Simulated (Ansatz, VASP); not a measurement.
**TaSi2 in VASP and in Ansatz**

INCAR

```
SYSTEM = TaSi2
ALGO = Normal
EDIFF = 1E-7
ENCUT = 520
GGA = PS
ISIF = 2
ISMEAR = 0
LASPH = .True.
LCHARG = .True.
LELF = .True.
LREAL = .False.
LVHAR = .True.
LWAVE = .False.
NBANDS = 38
NELM = 100
PREC = Accurate
SIGMA = 0.15
```

The input KPOINTS:

```
k-points
0
Gamma
  12 12 6
  0 0 0
```

File POSCAR:

```
TaSi2
1.0
    4.5228165553      0.0000000000      0.0000000000
   -2.2614082776      3.9168740336      0.0000000000
    0.0000000000      0.0000000000      6.5557841497
Ta Si
3 6
Direct
    0.5000000000      0.0000000000      0.5000000000
    0.5000000000      0.5000000000      0.8333333333
    0.0000000000      0.5000000000      0.1666666667
    0.1592675430      0.3185350860      0.5000000000
    0.8407324570      0.1592675430      0.8333333333
    0.6814649140      0.8407324570      0.1666666667
    0.8407324570      0.6814649140      0.5000000000
    0.1592675430      0.8407324570      0.8333333333
    0.3185350860      0.1592675430      0.1666666667
```

Input for Ansatz:

```yaml
crystal:
  lattice:
    - [4.5228165553, 0.0, 0.0]
    - [-2.2614082776, 3.9168740336, 0.0]
    - [0.0, 0.0, 6.5557841497]
  atoms:
    - { symbol: Ta, position: [0.5, 0.0, 0.5] }
    - { symbol: Ta, position: [0.5, 0.5, 0.8333333333] }
    - { symbol: Ta, position: [0.0, 0.5, 0.1666666667] }
    - { symbol: Si, position: [0.159267543, 0.318535086, 0.5] }
    - { symbol: Si, position: [0.840732457, 0.159267543, 0.8333333333] }
    - { symbol: Si, position: [0.681464914, 0.840732457, 0.1666666667] }
    - { symbol: Si, position: [0.840732457, 0.681464914, 0.5] }
    - { symbol: Si, position: [0.159267543, 0.840732457, 0.8333333333] }
    - { symbol: Si, position: [0.318535086, 0.159267543, 0.1666666667] }
basis:
  ecutwfc: 420
kpoints:
  mp_grid: { grid: [12, 12, 6] }
hamiltonian:
  xc: pbesol
scf:
  occupations: { method: gaussian, width: 0.15 }
output:
  forces: true
  stress: true
  eigenvalues: true
  write_density: true
  write_potential: true
  elf: true
  volumetric_format: npy
```

Change from the starting cell: strain -0.050 along x and y, +0.000 along z, atoms carried along.

Alike in both runs: task single point; functional PBEsol; k mesh 12 × 12 × 6; occupations gaussian, width 0.15 eV; no spin polarisation.

|  | VASP | Ansatz |
| --- | --- | --- |
| version | VASP 6.6.1 | Ansatz 0.2.0 |
| potentials or method | VASP PAW PBE potentials, release 64 (Ta_pv, Si), cutoff 520 eV | scalar-relativistic, plane waves, PAW |
| valence electrons in the cell | 57 | 63 |

|  | VASP | Ansatz | Ansatz less VASP |
| --- | --- | --- | --- |
| gap on the k mesh at the Fermi level (eV) | none | none | - |
| pressure (GPa) | 25.1 | 24.5 | -0.57 |
| traceless stress, the component that is largest in VASP (GPa) | -12.30 | -12.33 | -0.030 |
| rms of the force components (eV/Å) | 0.126 | 0.127 | +0.0005 |

VASP's potentials were made for PBE, not for PBEsol. Atom by atom the forces differ by 0.000 eV/Å (rms over components). A gap of «none» marks a metal or a gap that the smearing closes. VASP's potentials hold 57 valence electrons a cell and Ansatz's 63, so a difference there can come from the potentials and not from the codes.

Spin-orbit coupling is off throughout.
